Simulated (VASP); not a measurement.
# Au (P-3m1) in VASP: notebook

Runs on Au. Level: PBE. Tasks: single point.

All numbers are computed with VASP 6.6.1; they aren't measurements. Logs are shortened: lines on timing, memory, paths and dates and some standing lists are left out, and cuts for length are marked.

## Step 1: The cell of the first run

It takes space group P-3m1 (No. 164, trigonal). Conventional cell: a = 2.940 Å, b = 2.940 Å, c = 15.404 Å, α = 90.00°, β = 90.00°, γ = 120.00°. Within 3.9 Å of Au (site symmetry 3m) lie 12 Au at 2.94 to 3.80 Å. Au (site symmetry 3m) has 12 Au at 2.94 Å within 3.9 Å. Au (site symmetry 3m) has 12 Au at 2.94 Å within 3.9 Å.

## Step 2: Single point, PBE (the distance across one plane changed)

INCAR reads:

```
SYSTEM = Au
ALGO     = Fast           ! electronic algorithm
EDIFF    = 1E-6           ! SCF threshold, eV
ENCUT    = 520            ! plane-wave cutoff, eV
GGA      = PE             ! functional
ISIF     = 2              ! what is computed and relaxed
ISMEAR   = 0              ! smearing method
LASPH    = .True.         ! aspherical terms in the spheres
LCHARG   = .False.        ! write CHGCAR
LREAL    = .False.        ! projectors in reciprocal space
LWAVE    = .False.        ! write WAVECAR
NBANDS   = 42             ! bands
NELM     = 80             ! most SCF steps
PREC     = Accurate       ! precision mode
SIGMA    = 0.15           ! smearing width, eV
```

KPOINTS reads:

```
k-points
0
Gamma
  23 23 4
  0 0 0
```

POSCAR reads:

```
Au
1.0
    2.0790388405     -2.0790388405      0.0000000000
    2.0790388405      0.0000000000     -2.0790388405
    8.8935056312      8.8935056312      8.8935056312
Au
6
Direct
    0.6666666667      0.6666666667      0.0779078996
    0.0000000000      0.0000000000      0.8571427431
    0.3333333333      0.3333333333      0.2337548683
    0.6666666667      0.6666666667      0.5454488057
    0.0000000000      0.0000000000      0.3896018370
    0.3333333333      0.3333333333      0.7012957744
```

Potentials or basis: VASP PAW PBE potentials, release 64 (Au).

Run with:

```sh
cat potpaw_PBE.64/Au/POTCAR > POTCAR
mpirun -np 1 vasp_std > vasp.out
```

OUTCAR:

```text
SYSTEM = Au
   EDIFF = 1E-6
   ENCUT = 520
   GGA = PE
   ISIF = 2
   ISMEAR = 0
   LASPH = .True.
   LREAL = .False.
   NELM = 80
   PREC = Accurate

 ion  position               nearest neighbor table
   1  0.667  0.667  0.078-   3 2.94   3 2.94   3 2.94
   2  0.000  0.000  0.857-   6 2.94   6 2.94   6 2.94
   3  0.333  0.333  0.234-   1 2.94   1 2.94   5 2.94   5 2.94   5 2.94   1 2.94
   4  0.667  0.667  0.545-   5 2.94   6 2.94   6 2.94   5 2.94   5 2.94   6 2.94
   5  0.000  0.000  0.390-   4 2.94   3 2.94   4 2.94   4 2.94   3 2.94   3 2.94
   6  0.333  0.333  0.701-   2 2.94   4 2.94   4 2.94   2 2.94   2 2.94   4 2.94

  LATTYP: Found a hexagonal cell.
 ALAT       =     2.9402049249
 C/A-ratio  =     5.2390918334

  Lattice vectors:

 A1 = (  -2.0790388405,   0.0000000000,   2.0790388405)
 A2 = (   2.0790388405,  -2.0790388405,   0.0000000000)
 A3 = (   8.8935056312,   8.8935056312,   8.8935056312)

Analysis of symmetry for initial positions (statically):
=====================================================================
 Subroutine PRICEL returns:
 Original cell was already a primitive cell.

 Routine SETGRP: Setting up the symmetry group for a
 hexagonal supercell.

 Subroutine GETGRP returns: Found 12 space group operations
 (whereof  6 operations were pure point group operations)
 out of a pool of 24 trial point group operations.

The static configuration has the point symmetry C_3v.
 The point group associated with its full space group is D_3d.

Analysis of symmetry for dynamics (positions and initial velocities):
=====================================================================
 Subroutine PRICEL returns:
 Original cell was already a primitive cell.

 Routine SETGRP: Setting up the symmetry group for a
 hexagonal supercell.

 Subroutine GETGRP returns: Found 12 space group operations
 (whereof  6 operations were pure point group operations)
 out of a pool of 24 trial point group operations.

The dynamic configuration has the point symmetry C_3v.
 The point group associated with its full space group is D_3d.

 Subroutine INISYM returns: Found 12 space group operations
 (whereof  6 operations are pure point group operations),
 and found     1 'primitive' translations

----------------------------------------------------------------------------------------

                                     Primitive cell

  volume of cell :     115.3239
[... 87 lines left out ...]
 SYSTEM =  Au
   PREC   = accura    normal or accurate (medium, high low for compatibility)
   ISTART =      0    job   : 0-new  1-cont  2-samecut
   ICHARG =      2    charge: 1-file 2-atom 10-const
   ISPIN  =      1    spin polarized calculation?
   LNONCOLLINEAR =      F non collinear calculations
   LSORBIT =      F    spin-orbit coupling
   LASPH  =      T    aspherical Exc in radial PAW
   ENCUT  =  520.0 eV  38.22 Ry    6.18 a.u.   5.47  5.47 28.64*2*pi/ulx,y,z
   NELM   =     80;   NELMIN=  2; NELMDL= -5     # of ELM steps
   EDIFF  = 0.1E-05   stopping-criterion for ELM
   LREAL  =      F    real-space projection
[... 7 lines left out ...]
   TEBEG  =    0.0;   TEEND  =   0.0 temperature during run
   PSTRESS=    0.0 pullay stress
   NELECT =      66.0000    total number of electrons
   NUPDOWN=      -1.0000    fix difference up-down
   EMIN   =  10.00;   EMAX   =-10.00  energy-range for DOS
   EFERMI =   0.00;   METHOD = LEGACY
   ISMEAR =     0;   SIGMA  =   0.15  broadening in eV -4-tet -1-fermi 0-gaus
   EFERMI_NEDOS =   21; number of points for ismear=-14 and -15
   IALGO  =     68    algorithm
   IMIX   =      4    mixing-type and parameters
     AMIX     =   0.40;   BMIX     =  1.00
     AMIX_MAG =   1.60;   BMIX_MAG =  1.00
  volume/ion in A,a.u.               =      19.22       129.71
  Fermi-wavevector in a.u.,A,eV,Ry     =   1.359199  2.568513 25.135695  1.847421
  Thomas-Fermi vector in A             =   2.485967
   LORBIT       =      0    0 simple, 1 ext, 2 COOP (PROOUT), +10 PAW based schemes
   GGA     = PE    functional components
   LHFCALC =     F    Hartree Fock is set to
   AEXX    =    0.0000 exact exchange contribution
   IVDW    =     0    specifies the selected vdW correction
   LEPSILON=     F    determine dielectric tensor
   LRPA    =     F    only Hartree local field effects (RPA)
 non-spin polarized calculation
 RMM-DIIS sequential band-by-band and
 Gauss-broadening in eV      SIGMA  =   0.15
  energy-cutoff  :      520.00
  volume of cell :      115.32
 maximum number of plane-waves:      3180
 NGX is ok and might be reduce to    24
   NGX = 11   NGY = 11   NGZ = 57

 number of electron      65.9999993 magnetization

 Free energy of the ion-electron system (eV)
  ---------------------------------------------------
  ext. energy  EPLUGINS =         0.00000000
  ---------------------------------------------------
  free energy    TOTEN  =       -18.89300574 eV

  energy without entropy =      -18.86807065  energy(sigma->0) =      -18.88053819

 E-fermi :   7.6743     XC(G=0): -11.9390

 val. band max:        7.6733091463   @ k =   0.4348   0.0435   0.2500
 cond. band min:       7.6807122630   @ k =   0.2609   0.3043   0.2500
 fundamental gap:      0.0074031166
 Fermi energy:         7.6742765550

 k-point     1 :       0.0000    0.0000    0.0000
  band No.  band energies     occupation
      1      -1.4542      2.00000
      2      -0.7930      2.00000
      3      -0.1386      2.00000
      4       0.6717      2.00000
      5       0.8960      2.00000
      6       0.9871      2.00000
[... 1069 lines left out ...]
     41      20.6563      0.00000
     42      21.3876      0.00000

 [... further k-points ...]
[... 5 lines left out ...]
  --------------------------------------------------------------------------------------
  -------------------------------------------------------------------------------------
  Total       -2.0201309     -2.0201309     -2.0201309      0.4065177      0.4065177      0.4065177
  in kB      -28.0653614    -28.0653614    -28.0653614      5.6476868      5.6476868      5.6476868
  external PRESSURE =     -28.0653614 kB  Pullay stress =       0.0000000 kB

 VOLUME and BASIS-vectors are now :
 -----------------------------------------------------------------------------
  energy-cutoff  :      520.00
  volume of cell :      115.32
      direct lattice vectors                 reciprocal lattice vectors
     2.079038840 -2.079038840  0.000000000     0.160330498 -0.320660997  0.160330498
     2.079038840  0.000000000 -2.079038840     0.160330498  0.160330498 -0.320660997
     8.893505631  8.893505631  8.893505631     0.037480533  0.037480533  0.037480533

 POSITION                                       TOTAL-FORCE (eV/Angst)
 -----------------------------------------------------------------------------------
      3.46493     -0.69315     -0.69315        -0.223525     -0.223525     -0.223525
      7.62300      7.62300      7.62300         0.223525      0.223525      0.223525
      3.46493      1.38589      1.38589         0.040404      0.040404      0.040404
      7.62300      3.46493      3.46493         0.021562      0.021562      0.021562
      3.46493      3.46493      3.46493        -0.021562     -0.021562     -0.021562
      7.62300      5.54396      5.54396        -0.040404     -0.040404     -0.040404
 -----------------------------------------------------------------------------------
    total drift:                                0.000001      0.000001      0.000001

  FREE ENERGIE OF THE ION-ELECTRON SYSTEM (eV)
  ---------------------------------------------------
  free  energy   TOTEN  =       -18.8930057362 eV

  energy  without entropy=      -18.8680706476  energy(sigma->0) =      -18.88053819
```

OSZICAR:

```text
N       E                     dE             d eps       ncg     rms          rms(c)
DAV:   1     0.434607676391E+03    0.43461E+03   -0.33916E+04 17808   0.151E+03
DAV:   2    -0.836491586925E+01   -0.44297E+03   -0.41793E+03 19238   0.332E+02
DAV:   3    -0.203229091235E+02   -0.11958E+02   -0.11728E+02 20484   0.531E+01
DAV:   4    -0.204434537589E+02   -0.12054E+00   -0.12027E+00 19574   0.515E+00
DAV:   5    -0.204448664833E+02   -0.14127E-02   -0.14124E-02 20046   0.616E-01    0.179E+01
RMM:   6    -0.189930631609E+02    0.14518E+01   -0.36906E+00 18290   0.101E+01    0.121E+01
RMM:   7    -0.190986671003E+02   -0.10560E+00   -0.93753E-01 18924   0.439E+00    0.543E+00
RMM:   8    -0.190012923701E+02    0.97375E-01   -0.39122E-01 20011   0.253E+00    0.278E+00
RMM:   9    -0.188929619144E+02    0.10833E+00   -0.67875E-02 18888   0.125E+00    0.439E-01
RMM:  10    -0.188929831810E+02   -0.21267E-04   -0.24328E-03 18884   0.235E-01    0.105E-01
RMM:  11    -0.188930036095E+02   -0.20428E-04   -0.25838E-04 19639   0.779E-02    0.404E-02
RMM:  12    -0.188930050847E+02   -0.14752E-05   -0.56775E-05 19585   0.345E-02    0.275E-02
RMM:  13    -0.188930058747E+02   -0.79001E-06   -0.10093E-05 18502   0.147E-02    0.522E-03
RMM:  14    -0.188930057362E+02    0.13849E-06   -0.27405E-06 13278   0.693E-03
   1 F= -.18893006E+02 E0= -.18880538E+02  d E =-.249351E-01
```

stdout:

```text
POSCAR found type information on POSCAR Au
 POSCAR found :  1 types and       6 ions
 scaLAPACK will be used
 LDA part: xc-table for (Slater+PW92), standard interpolation
 POSCAR, INCAR and KPOINTS ok, starting setup
 FFT: planning ... GRIDC
 FFT: planning ... GRID_SOFT
 FFT: planning ... GRID
 WAVECAR not read
 entering main loop
```

Run time: 8.2 min. Hardware: 1 thread of AMD EPYC 9R45 (Zen 5), shared host; peak memory 0.73 GiB.

What came out:

| Quantity | Value |
| --- | --- |
| Free energy | -18.8930 eV |
| Pressure | -2.8 GPa |
| Largest force | 0.387 eV/Å |
| Band gap on the k mesh | zero (bands 33 and 34 overlap by 5.01 eV) |

Forces on the atoms (eV/Å):
```
Au  -0.224 -0.224 -0.224
Au   0.224  0.224  0.224
Au   0.040  0.040  0.040
Au   0.022  0.022  0.022
Au  -0.022 -0.022 -0.022
Au  -0.040 -0.040 -0.040
```

Caveat: the cell differs from its parent crystal (the distance across one plane changed); spin-orbit coupling is left out, which moves the levels of the heavy elements.

## Step 3: Single point, PBE (the distance across one plane changed)

INCAR reads:

```
PREC = Accurate ; ENCUT = 520
EDIFF = 1E-6 ; ISMEAR = 0
SIGMA = 0.15 ; LREAL = False
LASPH = True ; NELM = 100
ALGO = Fast ; ISIF = 2
LWAVE = False ; LCHARG = False
GGA = PE ; NBANDS = 42
```

KPOINTS reads:

```
regular mesh
0
Gamma
  23 23 4
```

POSCAR reads:

```
Au
1.0
    2.0790388404     -2.0790388404      0.0000000000
    2.0790388404      0.0000000000     -2.0790388404
    8.1429502810      8.1429502810      8.1429502810
Au
6
Direct
    0.6666666667      0.6666666667      0.0850888585
    0.0000000000      0.0000000000      0.9361476552
    0.3333333333      0.3333333333      0.2553006178
    0.6666666667      0.6666666667      0.5957241365
    0.0000000000      0.0000000000      0.4255123772
    0.3333333333      0.3333333333      0.7659358959
```

Potentials or basis: VASP PAW PBE potentials, release 64 (Au).

Run with:

```sh
cat potpaw_PBE.64/Au/POTCAR > POTCAR
mpirun -np 1 vasp_std > vasp.out
```

Run time: 11 min. Hardware: 1 thread of AMD EPYC 9R45 (Zen 5), shared host; peak memory 0.69 GiB.

Results (log left out):

| Item | Value |
| --- | --- |
| Free energy | -19.1033 eV |
| Pressure | 4.3 GPa |
| Largest force | 1.851 eV/Å |
| Band gap on the k mesh | zero (bands 33 and 34 overlap by 5.14 eV) |

Forces in eV/Å, atoms in the order of the input:
```
Au   1.068  1.068  1.068
Au  -1.068 -1.068 -1.068
Au  -0.011 -0.011 -0.011
Au   0.000  0.000  0.000
Au   0.000  0.000  0.000
Au   0.011  0.011  0.011
```

Stress tensor (GPa, compression positive):
```
4.33 0.62 0.62
0.62 4.33 0.62
0.62 0.62 4.33
```

Levels at points of the mesh, in eV from the Fermi level:
```tsv
k point	band 32	band 33	band 34	band 35	band 36	band 37
(0.00, 0.00, 0.00)	-2.44	-2.44	-1.90	-1.90	-0.63	3.10
(0.00, 0.00, 0.50)	-2.15	-2.01	-2.01	-2.01	-1.94	4.63
```

Caveat: the cell differs from its parent crystal (the distance across one plane changed); the cell stands under pressure; spin-orbit coupling is left out, which moves the levels of the heavy elements; forces of over 1 eV/Å act on the atoms, so gaps and moduli don't describe the material at rest.
